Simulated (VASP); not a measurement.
Here is a VASP 6.6.1 calculation.

Contents of INCAR:

```
SYSTEM = GaAs
PREC = Accurate ; ENCUT = 600
EDIFF = 1E-6 ; ISMEAR = -1
SIGMA = 0.02 ; LREAL = .False.
LASPH = .True. ; NELM = 120
ALGO = Normal ; ISIF = 2
LWAVE = .False. ; LCHARG = .True.
GGA = PE ; LELF = .True.
LVHAR = .True. ; NBANDS = 21
GGA_COMPAT = .False.
```

The input KPOINTS:

```
regular mesh
0
Gamma
  8 8 8
  0 0 0
```

The input POSCAR:

```
GaAs
1.0
    0.0000000000      2.8330850794      2.8330850794
    2.8330850794      0.0000000000      2.8330850794
    2.8330850794      2.8330850794      0.0000000000
Ga As
1 1
Direct
    0.0000000000      0.0000000000      0.0000000000
    0.2500000000      0.2500000000      0.2500000000
```

Potentials or basis: VASP PAW PBE potentials, release 64 (Ga_d, As_d).

Run with:

```sh
$ cat potpaw_PBE.64/Ga_d/POTCAR potpaw_PBE.64/As_d/POTCAR > POTCAR
$ mpirun -np 1 vasp_std > vasp.out
```

Q: What does it give for the band gap on the k mesh?

A: 0.47 eV, direct.

Q: Predict the pressure.

A: 2.7 GPa.

As with any semilocal functional, this PBE gap is likely too small.
